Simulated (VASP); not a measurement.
# NaI (Fm-3m) in VASP: further runs

The runs below take NaI through single point, with PBE.

All numbers are computed with VASP 6.6.1; they aren't measurements. Logs are shortened: lines on timing, memory, paths and dates and some standing lists are left out, and cuts for length are marked.

## 1. The cell of the first run

The structure is cubic, space group Fm-3m (No. 225). The conventional cell has a = 6.473 Å, b = 6.473 Å, c = 6.473 Å, α = 90.00°, β = 90.00°, γ = 90.00°. Within 4.3 Å of I (site symmetry m-3m) lie 6 Na at 3.24 Å. Within 4.3 Å of Na (site symmetry m-3m) lie 6 I at 3.24 Å.

## 2. Single point, PBE

INCAR reads:

```
PREC     = Accurate       # precision mode
ENCUT    = 520            # plane-wave cutoff, eV
EDIFF    = 1E-6           # SCF threshold, eV
ISMEAR   = 0              # smearing method
SIGMA    = 0.1            # smearing width, eV
LREAL    = F              # projectors in reciprocal space
LASPH    = T              # aspherical terms in the spheres
NELM     = 80             # most SCF steps
ALGO     = Normal         # electronic algorithm
ISIF     = 2              # what is computed and relaxed
LWAVE    = F              # write WAVECAR
LCHARG   = F              # write CHGCAR
GGA      = PE             # functional
NBANDS   = 14             # bands
```

KPOINTS reads:

```
regular mesh
0
Gamma
  7 7 7
```

POSCAR reads:

```
NaI
1.0
    0.0000000000      3.2364000000      3.2364000000
    3.2364000000      0.0000000000      3.2364000000
    3.2364000000      3.2364000000      0.0000000000
I Na
1 1
Direct
    0.5000000000      0.5000000000      0.5000000000
    0.0000000000      0.0000000000      0.0000000000
```

Potentials or basis: VASP PAW PBE potentials, release 64 (I, Na_pv).

On the command line:

```console
> cat potpaw_PBE.64/I/POTCAR potpaw_PBE.64/Na_pv/POTCAR > POTCAR
> mpirun -np 1 vasp_std > vasp.out
```

OUTCAR:

```text
PREC = Accurate
   ENCUT = 520
   EDIFF = 1E-6
   ISMEAR = 0
   LREAL = F
   LASPH = T
   NELM = 80
   ISIF = 2
   GGA = PE

 ion  position               nearest neighbor table
   1  0.500  0.500  0.500-
   2  0.000  0.000  0.000-

  LATTYP: Found a face centered cubic cell.
 ALAT       =     6.4728000000

  Lattice vectors:

 A1 = (   0.0000000000,   3.2364000000,   3.2364000000)
 A2 = (   3.2364000000,   0.0000000000,   3.2364000000)
 A3 = (   3.2364000000,   3.2364000000,   0.0000000000)

Analysis of symmetry for initial positions (statically):
=====================================================================
 Subroutine PRICEL returns:
 Original cell was already a primitive cell.

 Routine SETGRP: Setting up the symmetry group for a
 face centered cubic supercell.

 Subroutine GETGRP returns: Found 48 space group operations
 (whereof 48 operations were pure point group operations)
 out of a pool of 48 trial point group operations.

The static configuration has the point symmetry O_h .

Analysis of symmetry for dynamics (positions and initial velocities):
=====================================================================
 Subroutine PRICEL returns:
 Original cell was already a primitive cell.

 Routine SETGRP: Setting up the symmetry group for a
 face centered cubic supercell.

 Subroutine GETGRP returns: Found 48 space group operations
 (whereof 48 operations were pure point group operations)
 out of a pool of 48 trial point group operations.

The dynamic configuration has the point symmetry O_h .

 Subroutine INISYM returns: Found 48 space group operations
 (whereof 48 operations are pure point group operations),
 and found     1 'primitive' translations

----------------------------------------------------------------------------------------

                                     Primitive cell

  volume of cell :      67.7980

  direct lattice vectors                    reciprocal lattice vectors
     0.000000000  3.236400000  3.236400000    -0.154492646  0.154492646  0.154492646
     3.236400000  0.000000000  3.236400000     0.154492646 -0.154492646  0.154492646
     3.236400000  3.236400000  0.000000000     0.154492646  0.154492646 -0.154492646

  length of vectors
     4.576960773  4.576960773  4.576960773     0.267589113  0.267589113  0.267589113

  position of ions in fractional coordinates (direct lattice)
     0.500000000  0.500000000  0.500000000
     0.000000000  0.000000000  0.000000000

  ion indices of the primitive-cell ions
   primitive index   ion index
                 1           1
                 2           2

----------------------------------------------------------------------------------------

 KPOINTS: regular mesh

Automatic generation of k-mesh.
 Grid dimensions read from file:
 generate k-points for:    7    7    7

 Generating k-lattice:

  Cartesian coordinates                     Fractional coordinates (reciprocal lattice)
    -0.022070378  0.022070378  0.022070378     0.142857143  0.000000000  0.000000000
     0.022070378 -0.022070378  0.022070378     0.000000000  0.142857143  0.000000000
     0.022070378  0.022070378 -0.022070378     0.000000000  0.000000000  0.142857143

  Length of vectors
     0.038227016  0.038227016  0.038227016

  Shift w.r.t. Gamma in fractional coordinates (k-lattice)
     0.000000000  0.000000000  0.000000000

 Subroutine IBZKPT returns following result:
 ===========================================

 Found     20 irreducible k-points:

 Following reciprocal coordinates:
            Coordinates               Weight
  0.000000  0.000000  0.000000      1.000000
  0.142857  0.000000  0.000000      8.000000
  0.285714  0.000000  0.000000      8.000000
  0.428571  0.000000  0.000000      8.000000
  0.142857  0.142857  0.000000      6.000000
  0.285714  0.142857  0.000000     24.000000
[... 12 lines left out ...]
 -0.428571  0.428571  0.142857     24.000000
 -0.285714  0.428571  0.142857     24.000000
   k-points           NKPTS =     20   k-points in BZ     NKDIM =     20   number of bands    NBANDS=     14
   number of dos      NEDOS =    301   number of ions     NIONS =      2
   total plane-waves  NPLWV =  46656
   dimension x,y,z NGX =    36 NGY =   36 NGZ =   36
   dimension x,y,z NGXF=    72 NGYF=   72 NGZF=   72
   ions per type =               1   1
   NGX,Y,Z   is equivalent  to a cutoff of  13.08, 13.08, 13.08 a.u.
   NGXF,Y,Z  is equivalent  to a cutoff of  26.15, 26.15, 26.15 a.u.
 SYSTEM =  unknown system
   PREC   = accura    normal or accurate (medium, high low for compatibility)
   ISTART =      0    job   : 0-new  1-cont  2-samecut
   ICHARG =      2    charge: 1-file 2-atom 10-const
   ISPIN  =      1    spin polarized calculation?
   LNONCOLLINEAR =      F non collinear calculations
   LSORBIT =      F    spin-orbit coupling
   LASPH  =      T    aspherical Exc in radial PAW
   ENCUT  =  520.0 eV  38.22 Ry    6.18 a.u.   8.51  8.51  8.51*2*pi/ulx,y,z
   NELM   =     80;   NELMIN=  2; NELMDL= -5     # of ELM steps
   EDIFF  = 0.1E-05   stopping-criterion for ELM
   LREAL  =      F    real-space projection
   EDIFFG = 0.1E-04   stopping-criterion for IOM
   NSW    =      0    number of steps for IOM
   IBRION =     -1    ionic relax: 0-MD 1-quasi-New 2-CG
   NFREE  =      0    steps in history (QN), initial steepest desc. (CG)
   ISIF   =      2    stress and relaxation
   ISYM   =      2    0-nonsym 1-usesym 2-fastsym
   POTIM  = 0.5000    time-step for ionic-motion
   TEBEG  =    0.0;   TEEND  =   0.0 temperature during run
   PSTRESS=    0.0 pullay stress
   NELECT =      14.0000    total number of electrons
   NUPDOWN=      -1.0000    fix difference up-down
   EMIN   =  10.00;   EMAX   =-10.00  energy-range for DOS
   EFERMI =   0.00;   METHOD = LEGACY
   ISMEAR =     0;   SIGMA  =   0.10  broadening in eV -4-tet -1-fermi 0-gaus
   EFERMI_NEDOS =   21; number of points for ismear=-14 and -15
   IALGO  =     38    algorithm
   IMIX   =      4    mixing-type and parameters
     AMIX     =   0.40;   BMIX     =  1.00
     AMIX_MAG =   1.60;   BMIX_MAG =  1.00
  volume/ion in A,a.u.               =      33.90       228.76
  Fermi-wavevector in a.u.,A,eV,Ry     =   0.967636  1.828567 12.739397  0.936319
  Thomas-Fermi vector in A             =   2.097538
   LORBIT       =      0    0 simple, 1 ext, 2 COOP (PROOUT), +10 PAW based schemes
   GGA     = PE    functional components
   LHFCALC =     F    Hartree Fock is set to
   AEXX    =    0.0000 exact exchange contribution
   IVDW    =     0    specifies the selected vdW correction
   LEPSILON=     F    determine dielectric tensor
   LRPA    =     F    only Hartree local field effects (RPA)
 non-spin polarized calculation
 Gauss-broadening in eV      SIGMA  =   0.10
  energy-cutoff  :      520.00
  volume of cell :       67.80
 maximum number of plane-waves:      1841
 NGX is ok and might be reduce to    36
   NGX = 17   NGY = 17   NGZ = 17

 number of electron      13.9999993 magnetization

 Free energy of the ion-electron system (eV)
  ---------------------------------------------------
  ext. energy  EPLUGINS =         0.00000000
  ---------------------------------------------------
  free energy    TOTEN  =        -5.38505376 eV

  energy without entropy =       -5.38505376  energy(sigma->0) =       -5.38505376

 E-fermi :   1.3138     XC(G=0):  -7.7049

 val. band max:        0.8064314894   @ k =   0.0000   0.0000   0.0000
 cond. band min:       4.4469151963   @ k =   0.0000   0.0000   0.0000
 fundamental gap:      3.6404837068
 Fermi energy:         1.3137659300

 k-point     1 :       0.0000    0.0000    0.0000
  band No.  band energies     occupation
      1     -21.6329      2.00000
      2     -21.6329      2.00000
      3     -21.6329      2.00000
      4     -10.2112      2.00000
      5       0.8064      2.00000
      6       0.8064      2.00000
      7       0.8064      2.00000
      8       4.4469      0.00000
      9       8.7362      0.00000
     10       8.7362      0.00000
     11       8.7362      0.00000
     12      10.5544      0.00000
     13      10.5544      0.00000
     14      11.2412      0.00000

 k-point     2 :       0.1429    0.0000    0.0000
  band No.  band energies     occupation
      1     -21.6339      2.00000
      2     -21.6330      2.00000
      3     -21.6330      2.00000
      4     -10.1557      2.00000
      5       0.2320      2.00000
      6       0.7495      2.00000
      7       0.7495      2.00000
      8       5.0910      0.00000
      9       8.3133      0.00000
     10       8.9108      0.00000
     11       8.9108      0.00000
     12      10.0773      0.00000
     13      10.0773      0.00000
     14      11.7090      0.00000

 k-point     3 :       0.2857    0.0000    0.0000
  band No.  band energies     occupation
      1     -21.6361      2.00000
      2     -21.6331      2.00000
      3     -21.6331      2.00000
      4     -10.0253      2.00000
      5      -0.7018      2.00000
      6       0.6287      2.00000
      7       0.6287      2.00000
      8       5.8429      0.00000
      9       8.4779      0.00000
     10       8.6557      0.00000
     11       8.6557      0.00000
     12      10.6243      0.00000
     13      10.6243      0.00000
     14      11.0811      0.00000

 k-point     4 :       0.4286    0.0000    0.0000
  band No.  band energies     occupation
      1     -21.6379      2.00000
      2     -21.6332      2.00000
      3     -21.6332      2.00000
      4      -9.9141      2.00000
      5      -1.2940      2.00000
      6       0.5380      2.00000
      7       0.5380      2.00000
      8       5.9098      0.00000
      9       8.2996      0.00000
     10       8.2996      0.00000
     11       9.3992      0.00000
     12      10.9849      0.00000
     13      12.2330      0.00000
     14      12.2330      0.00000

 k-point     5 :       0.1429    0.1429    0.0000
  band No.  band energies     occupation
      1     -21.6338      2.00000
      2     -21.6332      2.00000
      3     -21.6332      2.00000
      4     -10.1381      2.00000
      5       0.2288      2.00000
      6       0.6449      2.00000
      7       0.6449      2.00000
      8       5.3135      0.00000
      9       7.9242      0.00000
     10       9.1158      0.00000
     11       9.1953      0.00000
[... 208 lines left out ...]
 k-point    18 :      -0.4286    0.2857    0.1429
  band No.  band energies     occupation
      1     -21.6369      2.00000
      2     -21.6347      2.00000
      3     -21.6338      2.00000
      4      -9.8577      2.00000
      5      -0.9904      2.00000
      6      -0.1895      2.00000
      7       0.2830      2.00000
      8       6.9172      0.00000
      9       7.2711      0.00000
     10       8.4818      0.00000
     11       9.4089      0.00000
     12      11.3054      0.00000
     13      12.3004      0.00000
     14      13.4723      0.00000

 k-point    19 :      -0.4286    0.4286    0.1429
  band No.  band energies     occupation
      1     -21.6365      2.00000
      2     -21.6349      2.00000
      3     -21.6345      2.00000
      4      -9.8306      2.00000
      5      -0.9220      2.00000
      6      -0.1791      2.00000
      7       0.0216      2.00000
      8       6.0789      0.00000
      9       7.1236      0.00000
     10       8.9782      0.00000
     11      10.2469      0.00000
     12      11.9105      0.00000
     13      12.8901      0.00000
     14      13.8947      0.00000

 k-point    20 :      -0.2857    0.4286    0.1429
  band No.  band energies     occupation
      1     -21.6359      2.00000
      2     -21.6359      2.00000
      3     -21.6343      2.00000
      4      -9.8187      2.00000
      5      -0.6787      2.00000
      6      -0.6184      2.00000
      7       0.0519      2.00000
      8       6.5220      0.00000
      9       7.8241      0.00000
     10       8.7426      0.00000
     11       9.1063      0.00000
     12      11.7615      0.00000
     13      12.3819      0.00000
     14      14.4094      0.00000

------------------------ aborting loop because EDIFF is reached ----------------------------------------

  FORCE on cell =-STRESS in cart. coord.  units (eV):
  Direction    XX          YY          ZZ          XY          YZ          ZX
  --------------------------------------------------------------------------------------
  -------------------------------------------------------------------------------------
  Total        0.1878262      0.1878262      0.1878262      0.0000000      0.0000000      0.0000000
  in kB        4.4386430      4.4386430      4.4386430      0.0000000      0.0000000      0.0000000
  external PRESSURE =       4.4386430 kB  Pullay stress =       0.0000000 kB

 VOLUME and BASIS-vectors are now :
 -----------------------------------------------------------------------------
  energy-cutoff  :      520.00
  volume of cell :       67.80
      direct lattice vectors                 reciprocal lattice vectors
     0.000000000  3.236400000  3.236400000    -0.154492646  0.154492646  0.154492646
     3.236400000  0.000000000  3.236400000     0.154492646 -0.154492646  0.154492646
     3.236400000  3.236400000  0.000000000     0.154492646  0.154492646 -0.154492646

 POSITION                                       TOTAL-FORCE (eV/Angst)
 -----------------------------------------------------------------------------------
      3.23640      3.23640      3.23640        -0.000000     -0.000000      0.000000
      0.00000      0.00000      0.00000         0.000000      0.000000     -0.000000
 -----------------------------------------------------------------------------------
    total drift:                                0.000000      0.000000      0.000000

  FREE ENERGIE OF THE ION-ELECTRON SYSTEM (eV)
  ---------------------------------------------------
  free  energy   TOTEN  =        -5.3850537605 eV

  energy  without entropy=       -5.3850537605  energy(sigma->0) =       -5.38505376
```

It took 11 s on 1 thread of Intel Xeon Platinum 8559C (Emerald Rapids), shared host; peak memory 0.2 GiB.

Results:

```yaml
Free_energy: -5.3851 eV
Pressure: 0.4 GPa
Band_gap_on_the_k_mesh: 3.64 eV, direct
```

Caveat: spin-orbit coupling is left out, which moves the levels of the heavy elements.

(Part 1 of 2 ends here.)
